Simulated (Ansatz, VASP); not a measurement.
One calculation of AlN, two programs

```
CELL_PARAMETERS angstrom
3.11356 0.00000 0.00000
-1.55678 2.69642 0.00000
0.00000 0.00000 4.98335
ATOMIC_POSITIONS crystal
Al 0.33333 0.66667 0.00151
Al 0.66667 0.33333 0.50151
N 0.33333 0.66667 0.38349
N 0.66667 0.33333 0.88349
```

Alike in both runs: functional PBEsol; k mesh 9 × 9 × 6; occupations gaussian, width 0.02 eV; no spin polarisation.

Ansatz relaxed the structure, and its values are those at the end. VASP's run is a single point on that final structure, the one shown.

|  | VASP | Ansatz |
| --- | --- | --- |
| version | VASP 6.6.1 | Ansatz 0.2.0 |
| potentials or method | VASP PAW PBE potentials, release 64 (Al, N), cutoff 600 eV | scalar-relativistic, plane waves, PAW |
| valence electrons in the cell | 16 | 16 |

Ansatz gave:

* gap on the k mesh at the Fermi level (eV): 4.10
* least direct gap on the mesh (eV): 4.10
* pressure (GPa): 0.0

Question: What did VASP give for the same quantities?

Answer: gap on the k mesh at the Fermi level (eV): 4.11; least direct gap on the mesh (eV): 4.11; pressure (GPa): -0.2.

VASP's potentials were made for PBE, not for PBEsol, and Ansatz warns of the same on its side. The functional is the same, so the differences come from potentials, cutoffs and numerics.
